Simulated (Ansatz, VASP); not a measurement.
# YF in VASP and in Ansatz

```
CELL_PARAMETERS angstrom
3.53824 0.00000 0.00000
-1.76912 3.06421 0.00000
0.00000 0.00000 7.56868
ATOMIC_POSITIONS crystal
Y 0.33333 0.66667 0.33164
Y 0.66667 0.33333 0.83164
F 0.33333 0.66667 0.04150
F 0.66667 0.33333 0.54150
```

Alike in both runs: functional PBE; k mesh 18 × 18 × 6; occupations gaussian, width 0.1 eV; no spin polarisation.

Ansatz relaxed the structure, and its values are those at the end. VASP's run is a single point on that final structure, the one shown.

|  | VASP | Ansatz |
| --- | --- | --- |
| version | VASP 6.6.1 | Ansatz 0.2.0 |
| potentials or method | VASP PAW PBE potentials, release 64 (Y_sv, F), cutoff 520 eV | scalar-relativistic, plane waves, PAW |
| valence electrons in the cell | 36 | 36 |

Ansatz gave:

```
gap on the k mesh at the Fermi level (eV) : none
pressure (GPa)                            : 0.0
rms of the force components (eV/Å)        : 0.001
```

Question: Which values does VASP return?

Answer: gap on the k mesh at the Fermi level (eV): none; pressure (GPa): -0.1; rms of the force components (eV/Å): 0.003.

A gap of «none» marks a metal or a gap that the smearing closes. With one functional, cell and mesh, what is left measures potentials, basis and numerics.
